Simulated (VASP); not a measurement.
# LiH (Fm-3m) in VASP: settings compared, part 3 of 3

VASP 6.6.1. Earlier steps stand in the parts before.

### Step 5. Single point, r2SCAN

Input file POSCAR:

```
LiH
1.0
    0.0000000000      1.9984726907      1.9984726907
    1.9984726907      0.0000000000      1.9984726907
    1.9984726907      1.9984726907      0.0000000000
Li H
1 1
Direct
    0.0000000000      0.0000000000      0.0000000000
    0.5000000000      0.5000000000      0.5000000000
```

Input file INCAR.step1:

```
ALGO = Normal ; EDIFF = 1E-4
ENCUT = 520 ; GGA = PE
ISMEAR = 0 ; LASPH = T
LCHARG = F ; LREAL = F
LWAVE = T ; NBANDS = 9
NELM = 60 ; PREC = Accurate
SIGMA = 0.01
```

Input file INCAR.step2:

```
ALGO = Normal ; EDIFF = 1E-6
ENCUT = 520 ; ISIF = 2
ISMEAR = 0 ; ISTART = 1
LASPH = T ; LCHARG = F
LMIXTAU = T ; LREAL = F
LWAVE = F ; METAGGA = R2SCAN
NBANDS = 9 ; NELM = 60
PREC = Accurate ; SIGMA = 0.01
```

Input file KPOINTS:

```
k-points
0
Gamma
  8 8 8
```

Potentials or basis: VASP PAW PBE potentials, release 64 (Li_sv, H).

Command:

```sh
$ cat potpaw_PBE.64/Li_sv/POTCAR potpaw_PBE.64/H/POTCAR > POTCAR
$ cp INCAR.step1 INCAR
$ mpirun -np 1 vasp_std > vasp.out
$ cp INCAR.step2 INCAR
$ mpirun -np 1 vasp_std > vasp.out
```

OUTCAR:

```text
EDIFF = 1E-6
   ENCUT = 520
   ISIF = 2
   ISMEAR = 0
   ISTART = 1
   LASPH = T
   LREAL = F
   METAGGA = R2SCAN
   NELM = 60
   PREC = Accurate

 ion  position               nearest neighbor table
   1  0.000  0.000  0.000-
   2  0.500  0.500  0.500-

  LATTYP: Found a face centered cubic cell.
 ALAT       =     3.9969453814

  Lattice vectors:

 A1 = (   0.0000000000,   1.9984726907,   1.9984726907)
 A2 = (   1.9984726907,   0.0000000000,   1.9984726907)
 A3 = (   1.9984726907,   1.9984726907,   0.0000000000)

Analysis of symmetry for initial positions (statically):
=====================================================================
 Subroutine PRICEL returns:
 Original cell was already a primitive cell.

 Routine SETGRP: Setting up the symmetry group for a
 face centered cubic supercell.

 Subroutine GETGRP returns: Found 48 space group operations
 (whereof 48 operations were pure point group operations)
 out of a pool of 48 trial point group operations.

The static configuration has the point symmetry O_h .

Analysis of symmetry for dynamics (positions and initial velocities):
=====================================================================
 Subroutine PRICEL returns:
 Original cell was already a primitive cell.

 Routine SETGRP: Setting up the symmetry group for a
 face centered cubic supercell.

 Subroutine GETGRP returns: Found 48 space group operations
 (whereof 48 operations were pure point group operations)
 out of a pool of 48 trial point group operations.

The dynamic configuration has the point symmetry O_h .

 Subroutine INISYM returns: Found 48 space group operations
 (whereof 48 operations are pure point group operations),
 and found     1 'primitive' translations

----------------------------------------------------------------------------------------

                                     Primitive cell

  volume of cell :      15.9634

  direct lattice vectors                    reciprocal lattice vectors
     0.000000000  1.998472691  1.998472691    -0.250191060  0.250191060  0.250191060
     1.998472691  0.000000000  1.998472691     0.250191060 -0.250191060  0.250191060
     1.998472691  1.998472691  0.000000000     0.250191060  0.250191060 -0.250191060

  length of vectors
     2.826267183  2.826267183  2.826267183     0.433343627  0.433343627  0.433343627

  position of ions in fractional coordinates (direct lattice)
     0.000000000  0.000000000  0.000000000
     0.500000000  0.500000000  0.500000000

  ion indices of the primitive-cell ions
   primitive index   ion index
                 1           1
                 2           2

----------------------------------------------------------------------------------------

 KPOINTS: k-points

Automatic generation of k-mesh.
 Grid dimensions read from file:
 generate k-points for:    8    8    8

 Generating k-lattice:

  Cartesian coordinates                     Fractional coordinates (reciprocal lattice)
    -0.031273882  0.031273882  0.031273882     0.125000000  0.000000000  0.000000000
     0.031273882 -0.031273882  0.031273882     0.000000000  0.125000000  0.000000000
     0.031273882  0.031273882 -0.031273882     0.000000000  0.000000000  0.125000000

  Length of vectors
     0.054167953  0.054167953  0.054167953

  Shift w.r.t. Gamma in fractional coordinates (k-lattice)
     0.000000000  0.000000000  0.000000000

 Subroutine IBZKPT returns following result:
 ===========================================

 Found     29 irreducible k-points:

 Following reciprocal coordinates:
            Coordinates               Weight
  0.000000  0.000000  0.000000      1.000000
  0.125000  0.000000  0.000000      8.000000
  0.250000  0.000000  0.000000      8.000000
  0.375000  0.000000  0.000000      8.000000
  0.500000  0.000000  0.000000      4.000000
  0.125000  0.125000  0.000000      6.000000
[... 16 lines left out ...]
  0.500000  0.250000  0.125000     48.000000
 -0.375000  0.250000  0.125000     24.000000
 [... further k-points ...]
   k-points           NKPTS =     29   k-points in BZ     NKDIM =     29   number of bands    NBANDS=      9
   number of dos      NEDOS =    301   number of ions     NIONS =      2
   total plane-waves  NPLWV =  13824
   dimension x,y,z NGX =    24 NGY =   24 NGZ =   24
   dimension x,y,z NGXF=    48 NGYF=   48 NGZF=   48
   ions per type =               1   1
   NGX,Y,Z   is equivalent  to a cutoff of  14.12, 14.12, 14.12 a.u.
   NGXF,Y,Z  is equivalent  to a cutoff of  28.23, 28.23, 28.23 a.u.
 SYSTEM =  unknown system
   PREC   = accura    normal or accurate (medium, high low for compatibility)
   ISTART =      1    job   : 0-new  1-cont  2-samecut
   ICHARG =      0    charge: 1-file 2-atom 10-const
   ISPIN  =      1    spin polarized calculation?
   LNONCOLLINEAR =      F non collinear calculations
   LSORBIT =      F    spin-orbit coupling
   LASPH  =      T    aspherical Exc in radial PAW
   ENCUT  =  520.0 eV  38.22 Ry    6.18 a.u.   5.25  5.25  5.25*2*pi/ulx,y,z
   NELM   =     60;   NELMIN=  2; NELMDL=  0     # of ELM steps
   EDIFF  = 0.1E-05   stopping-criterion for ELM
   LREAL  =      F    real-space projection
   EDIFFG = 0.1E-04   stopping-criterion for IOM
   NSW    =      0    number of steps for IOM
   IBRION =     -1    ionic relax: 0-MD 1-quasi-New 2-CG
   NFREE  =      0    steps in history (QN), initial steepest desc. (CG)
   ISIF   =      2    stress and relaxation
   ISYM   =      2    0-nonsym 1-usesym 2-fastsym
   POTIM  = 0.5000    time-step for ionic-motion
   TEBEG  =    0.0;   TEEND  =   0.0 temperature during run
   PSTRESS=    0.0 pullay stress
   NELECT =       4.0000    total number of electrons
   NUPDOWN=      -1.0000    fix difference up-down
   EMIN   =  10.00;   EMAX   =-10.00  energy-range for DOS
   EFERMI =   0.00;   METHOD = LEGACY
   ISMEAR =     0;   SIGMA  =   0.01  broadening in eV -4-tet -1-fermi 0-gaus
   EFERMI_NEDOS =   21; number of points for ismear=-14 and -15
   IALGO  =     38    algorithm
   IMIX   =      4    mixing-type and parameters
     AMIX     =   0.40;   BMIX     =  1.00
     AMIX_MAG =   1.60;   BMIX_MAG =  1.00
  volume/ion in A,a.u.               =       7.98        53.86
  Fermi-wavevector in a.u.,A,eV,Ry     =   1.032096  1.950378 14.493217  1.065221
  Thomas-Fermi vector in A             =   2.166276
   LORBIT       =      0    0 simple, 1 ext, 2 COOP (PROOUT), +10 PAW based schemes
   METAGGA = R2SCAN    functional components
   LHFCALC =     F    Hartree Fock is set to
   AEXX    =    0.0000 exact exchange contribution
   IVDW    =     0    specifies the selected vdW correction
   LEPSILON=     F    determine dielectric tensor
   LRPA    =     F    only Hartree local field effects (RPA)
 non-spin polarized calculation
 Gauss-broadening in eV      SIGMA  =   0.01
  energy-cutoff  :      520.00
  volume of cell :       15.96
 maximum number of plane-waves:       445
 NGX is ok and might be reduce to    24
   NGX = 11   NGY = 11   NGZ = 11

 number of electron       3.9999996 magnetization

 Free energy of the ion-electron system (eV)
  ---------------------------------------------------
  ext. energy  EPLUGINS =         0.00000000
  ---------------------------------------------------
  free energy    TOTEN  =        -6.81749226 eV

  energy without entropy =       -6.81749226  energy(sigma->0) =       -6.81749226

 E-fermi :  -0.0534     XC(G=0):  -8.8540

 val. band max:       -0.1466936921   @ k =   0.5000   0.5000   0.0000
 cond. band min:       3.4307731684   @ k =   0.5000   0.5000   0.0000
 fundamental gap:      3.5774668605
 Fermi energy:        -0.0533632162

 k-point     1 :       0.0000    0.0000    0.0000
  band No.  band energies     occupation
      1     -45.8713      2.00000
      2      -5.6257      2.00000
      3      17.6103      0.00000
      4      19.3464      0.00000
      5      19.3464      0.00000
      6      19.3470      0.00000
      7      23.7863      0.00000
      8      23.7863      0.00000
      9      23.7865      0.00000
[... 265 lines left out ...]
 k-point    24 :      -0.3750    0.2500    0.1250
  band No.  band energies     occupation
      1     -45.8180      2.00000
      2      -1.8737      2.00000
      3       5.6900      0.00000
      4       9.5469      0.00000
      5      14.3973      0.00000
      6      17.9537      0.00000
      7      24.3846      0.00000
      8      27.8257      0.00000
      9      29.2990      0.00000

 [... further k-points ...]

------------------------ aborting loop because EDIFF is reached ----------------------------------------

  FORCE on cell =-STRESS in cart. coord.  units (eV):
  Direction    XX          YY          ZZ          XY          YZ          ZX
  --------------------------------------------------------------------------------------
  -------------------------------------------------------------------------------------
  Total       -0.0271841     -0.0271841     -0.0271841      0.0000000     -0.0000000      0.0000000
  in kB       -2.7283544     -2.7283544     -2.7283544      0.0000000     -0.0000000      0.0000000
  external PRESSURE =      -2.7283544 kB  Pullay stress =       0.0000000 kB

 VOLUME and BASIS-vectors are now :
 -----------------------------------------------------------------------------
  energy-cutoff  :      520.00
  volume of cell :       15.96
      direct lattice vectors                 reciprocal lattice vectors
     0.000000000  1.998472691  1.998472691    -0.250191060  0.250191060  0.250191060
     1.998472691  0.000000000  1.998472691     0.250191060 -0.250191060  0.250191060
     1.998472691  1.998472691  0.000000000     0.250191060  0.250191060 -0.250191060

 POSITION                                       TOTAL-FORCE (eV/Angst)
 -----------------------------------------------------------------------------------
      0.00000      0.00000      0.00000         0.000000     -0.000000      0.000000
      1.99847      1.99847      1.99847         0.000000      0.000000      0.000000
 -----------------------------------------------------------------------------------
    total drift:                                0.000000     -0.000000     -0.000000

  FREE ENERGIE OF THE ION-ELECTRON SYSTEM (eV)
  ---------------------------------------------------
  free  energy   TOTEN  =        -6.8174922635 eV

  energy  without entropy=       -6.8174922635  energy(sigma->0) =       -6.81749226
```

OUTCAR.step1:

```text
EDIFF = 1E-4
   ENCUT = 520
   GGA = PE
   ISMEAR = 0
   LASPH = T
[... 509 lines left out ...]
 -----------------------------------------------------------------------------------
      0.00000      0.00000      0.00000        -0.000000      0.000000      0.000000
      1.99847      1.99847      1.99847         0.000000     -0.000000      0.000000
 -----------------------------------------------------------------------------------
    total drift:                                0.000000     -0.000000     -0.000000

  FREE ENERGIE OF THE ION-ELECTRON SYSTEM (eV)
  ---------------------------------------------------
  free  energy   TOTEN  =        -6.1268353980 eV

  energy  without entropy=       -6.1268353980  energy(sigma->0) =       -6.12683540
```

OSZICAR.step1:

```text
N       E                     dE             d eps       ncg     rms          rms(c)
DAV:   1    -0.113537436056E+01   -0.11354E+01   -0.13209E+03   530   0.394E+02
DAV:   2    -0.630037533278E+01   -0.51650E+01   -0.51228E+01   735   0.576E+01
DAV:   3    -0.636969885190E+01   -0.69324E-01   -0.69300E-01   667   0.575E+00
DAV:   4    -0.636996105709E+01   -0.26221E-03   -0.26218E-03   697   0.304E-01
DAV:   5    -0.636996217325E+01   -0.11162E-05   -0.11161E-05   665   0.145E-02    0.288E+00
DAV:   6    -0.618679788141E+01    0.18316E+00   -0.14813E-01   580   0.120E+00    0.145E+00
DAV:   7    -0.612513111791E+01    0.61667E-01   -0.19222E-01   603   0.154E+00    0.220E-01
DAV:   8    -0.612690180968E+01   -0.17707E-02   -0.42038E-03   605   0.424E-01    0.430E-02
DAV:   9    -0.612683539801E+01    0.66412E-04   -0.15297E-04   638   0.484E-02
   1 F= -.61268354E+01 E0= -.61268354E+01  d E =-.641627E-84
```

It took 13 s on 1 thread of Intel Xeon Platinum 8488C (Sapphire Rapids), shared host; peak memory 0.13 GiB.

Results:

| Item | Value |
| --- | --- |
| Free energy | -6.8175 eV |
| Band gap on the k mesh | 3.58 eV, direct |

Caveat: the cutoff is under 1.25 times the usual one of these potentials, so pressure, stress and relaxed cells hold a basis-set (Pulay) error; the PAW data sets were made with another functional, which shifts forces and pressure a little. r2SCAN opens gaps a little over a GGA but as a rule still falls short of measured ones.

### Step 6. Single point, HSE06

POSCAR is that of step 5.

Input file INCAR.step1:

```
SYSTEM = LiH
ALGO = Normal
EDIFF = 1E-5
ENCUT = 520
GGA = PE
ISIF = 2
ISMEAR = 0
LASPH = .TRUE.
LCHARG = .FALSE.
LREAL = .FALSE.
LWAVE = .TRUE.
NBANDS = 9
NELM = 60
PREC = Accurate
SIGMA = 0.01
```

Input file INCAR.step2:

```
SYSTEM = LiH
ALGO = Normal
EDIFF = 1E-7
ENCUT = 520
GGA = PE
HFSCREEN = 0.2079
ISIF = 2
ISMEAR = 0
ISTART = 1
LASPH = .TRUE.
LCHARG = .FALSE.
LHFCALC = .TRUE.
LREAL = .FALSE.
LWAVE = .FALSE.
NBANDS = 9
NELM = 60
PREC = Accurate
PRECFOCK = Normal
SIGMA = 0.01
```

Input file KPOINTS:

```
k-points
0
G
  6 6 6
  0 0 0
```

Potentials or basis: VASP PAW PBE potentials, release 64 (Li_sv, H).

Command:

```sh
$ cat potpaw_PBE.64/Li_sv/POTCAR potpaw_PBE.64/H/POTCAR > POTCAR
$ cp INCAR.step1 INCAR
$ mpirun -np 1 vasp_std > vasp.out
$ cp INCAR.step2 INCAR
$ mpirun -np 1 vasp_std > vasp.out
```

It took 42 s on 1 thread of Intel Xeon Platinum 8488C (Sapphire Rapids), shared host; peak memory 0.23 GiB.

The run converged. Its results:

| Quantity | Value |
| --- | --- |
| Free energy | -6.7861 eV |
| Band gap on the k mesh | 3.97 eV, direct |

Levels at points of the mesh, in eV from the valence-band top:
```csv
k point,band 1,band 2,band 3,band 4,band 5
"(0.00, 0.00, 0.00)",-47.28,-6.11,18.07,19.56,19.56
"(0.50, 0.00, 0.00)",-47.23,-2.90,5.98,15.34,18.10
"(0.50, 0.50, 0.00)",-47.21,0.00,3.97,12.22,12.22
```

Caveat: the k points lie up to 0.45 Å⁻¹ apart; the cutoff is under 1.25 times the usual one of these potentials, so pressure, stress and relaxed cells hold a basis-set (Pulay) error; the PAW data sets were made with another functional, which shifts forces and pressure a little.

### Step 7. The runs side by side

| level | k mesh | smearing | grid for exact exchange (PRECFOCK) | screening parameter | gap on the mesh (eV) |
| --- | --- | --- | --- | --- | --- |
| PBE | 8 × 8 × 8 | methfessel-paxton 0.436 eV | - | - | 2.97 |
| PBE | 8 × 8 × 8 | methfessel-paxton 0.5 eV | - | - | 2.97 |
| PBE | 8 × 8 × 8 | fermi-dirac 0.2 eV | - | - | 2.97 |
| r2SCAN | 8 × 8 × 8 | gaussian 0.01 eV | - | - | 3.58 |
| HSE06 | 6 × 6 × 6 | gaussian 0.01 eV | Normal | 0.2079 1/Å | 3.97 |

Alike in all rows: task single point; potentials or basis VASP PAW PBE potentials, release 64 (Li_sv, H); no spin polarisation; cell as given; cutoff (eV) 520.

Caveats: some runs use coarse meshes; the cutoff is under 1.25 times the usual one of these potentials, so pressure, stress and relaxed cells hold a basis-set (Pulay) error; the PAW data sets were made with another functional, which shifts forces and pressure a little (some runs).

Total energies depend on the potentials used, so only differences within one code and one set of settings carry meaning.
